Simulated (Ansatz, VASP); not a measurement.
# GaSb: VASP beside Ansatz

File POSCAR:

```
GaSb
1.0
    0.0000000000      3.1354750000      3.2119500000
    3.1354750000      0.0000000000      3.2119500000
    3.1354750000      3.1354750000      0.0000000000
Ga Sb
1 1
Direct
    0.0000000000      0.0000000000      0.0000000000
    0.7500000000      0.7500000000      0.7500000000
```

The input INCAR.step1:

```
SYSTEM = GaSb
  ALGO = Normal
  EDIFF = 1E-4
  ENCUT = 520
  GGA = PE
  ISMEAR = 0
  LASPH = .True.
  LCHARG = .False.
  LREAL = .False.
  LWAVE = .True.
  NBANDS = 16
  NELM = 100
  PREC = Accurate
  SIGMA = 0.05
```

Contents of INCAR.step2:

```
SYSTEM = GaSb
  ALGO = Normal
  EDIFF = 1E-6
  ENCUT = 520
  ISIF = 2
  ISMEAR = 0
  ISTART = 1
  LASPH = .True.
  LCHARG = .False.
  LMIXTAU = .True.
  LREAL = .False.
  LWAVE = .False.
  METAGGA = R2SCAN
  NBANDS = 16
  NELM = 100
  PREC = Accurate
  SIGMA = 0.05
```

Contents of KPOINTS:

```
k-points
0
Gamma
  10 10 10
  0 0 0
```

Input for Ansatz:

```yaml
crystal:
  lattice:
    - [0.0, 3.135475, 3.21195]
    - [3.135475, 0.0, 3.21195]
    - [3.135475, 3.135475, 0.0]
  atoms:
    - { symbol: Ga, position: [0.0, 0.0, 0.0] }
    - { symbol: Sb, position: [0.75, 0.75, 0.75] }
basis:
  ecutwfc: 500
kpoints:
  mp_grid: { grid: [10, 10, 10] }
hamiltonian:
  xc: r2scan
scf:
  occupations: { method: gaussian, width: 0.05 }
output:
  forces: true
  stress: true
  eigenvalues: true
  write_density: true
  write_potential: true
  elf: true
  volumetric_format: npy
```

Change from the starting cell: strain +0.025 along x and y, +0.050 along z, atoms carried along.

Alike in both runs: task single point; functional r2SCAN; k mesh 10 × 10 × 10; occupations gaussian, width 0.05 eV; no spin polarisation.

```csv
,VASP,Ansatz
version,VASP 6.6.1,Ansatz 0.2.0
potentials or method,"VASP PAW PBE potentials, release 64 (Ga_d, Sb), cutoff 520 eV","scalar-relativistic, plane waves, PAW"
valence electrons in the cell,18,28
```

VASP gave:

| Property | Result |
| --- | --- |
| gap on the k mesh at the Fermi level (eV) | none |
| pressure (GPa) | -3.8 |
| traceless stress, the component that is largest in VASP (GPa) | -0.77 |

Q: Estimate Ansatz's values.

A: gap on the k mesh at the Fermi level (eV): none; pressure (GPa): -3.9; traceless stress, the component that is largest in VASP (GPa): -0.77.

VASP's potentials were made for PBE, not for r2SCAN. A gap of «none» marks a metal or a gap that the smearing closes. With one functional, cell and mesh, what is left measures potentials, basis and numerics. VASP's potentials hold 18 valence electrons a cell and Ansatz's 28, so a difference there can come from the potentials and not from the codes.

Neither program's run includes spin-orbit coupling.
